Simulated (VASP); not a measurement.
The system is TbBOs.

```
Tb B Os
1.0
     3.90675    0.00000    0.00000
     0.00000    3.90675    0.00000
     0.00000    0.00000    7.34913
Tb B Os
2 2 2
Direct
  0.00000 0.50000 0.31218
  0.50000 0.00000 0.68782
  0.00000 0.50000 0.87487
  0.50000 0.00000 0.12513
  0.00000 0.00000 0.00000
  0.50000 0.50000 0.00000
```

The cell was generated, and may not be a known phase.

| Property | Result |
| --- | --- |
| Program | VASP 6.6.1 |
| Task | relaxation of cell and atoms |
| Functional | PBE |
| Potentials or basis | VASP PAW PBE potentials, release 64 (Tb_3, B, Os), 4f in core |
| Cutoff | 600 eV |
| k mesh | 10 × 10 × 6 |
| Occupations | gaussian, width 0.1 eV |
| Spin | no spin polarisation |

At the start: pressure 0.5 GPa; volume 18.69 Å³/atom.

Problem. Where does the relaxation end?

Solution. Over 22 steps the energy falls by 2.1 meV/atom and the volume is 18.15 Å³/atom (-2.9 %); space group P4/nmm (No. 129, to 0.1 Å) before and after.

The path:
| step | energy change (eV) | largest force (eV/Å) | pressure (GPa) | volume (Å³) |
| --- | --- | --- | --- | --- |
| 1 | 0.0000 | 0.1901 | 0.51 | 112.17 |
| 2 | -0.0007 | 0.1409 | -1.21 | 113.14 |
| 3 | -0.0022 | 0.1117 | -0.44 | 112.70 |
| 4 | -0.0054 | 0.0758 | -0.28 | 112.41 |
| 5 | -0.0075 | 0.0605 | 0.02 | 111.91 |
| 6 | -0.0081 | 0.0496 | -0.19 | 111.87 |
| 7 | -0.0084 | 0.0345 | -0.48 | 111.82 |
| 8 | -0.0085 | 0.0360 | -0.47 | 111.76 |
| 9 | -0.0090 | 0.0407 | -0.39 | 111.59 |
| 10 | -0.0098 | 0.0504 | -0.24 | 111.24 |
| 11 | -0.0107 | 0.0724 | 0.06 | 110.55 |
| 12 | -0.0103 | 0.1223 | 0.68 | 109.18 |
| 13 | -0.0109 | 0.0897 | 0.28 | 110.06 |
| 14 | -0.0114 | 0.0733 | 0.12 | 109.87 |
| 15 | -0.0117 | 0.0451 | -0.16 | 109.54 |
| 16 | -0.0121 | 0.0394 | -0.02 | 109.26 |
| 17 | -0.0122 | 0.0360 | 0.06 | 109.08 |
| 18 | -0.0121 | 0.0284 | 0.23 | 108.72 |
| 19 | -0.0122 | 0.0335 | 0.13 | 108.94 |
| 20 | -0.0123 | 0.0169 | -0.03 | 108.93 |
| 21 | -0.0123 | 0.0176 | -0.04 | 108.93 |
| 22 | -0.0123 | 0.0095 | 0.02 | 108.88 |

Final structure:
```
Tb B Os
1.0
     3.87549    0.00000    0.00000
     0.00000    3.87549    0.00000
     0.00000    0.00000    7.24898
Tb B Os
2 2 2
Direct
  0.00000 0.50000 0.31560
  0.50000 0.00000 0.68440
  0.00000 0.50000 0.85988
  0.50000 0.00000 0.14012
  0.00000 0.00000 0.00000
  0.50000 0.50000 0.00000
```
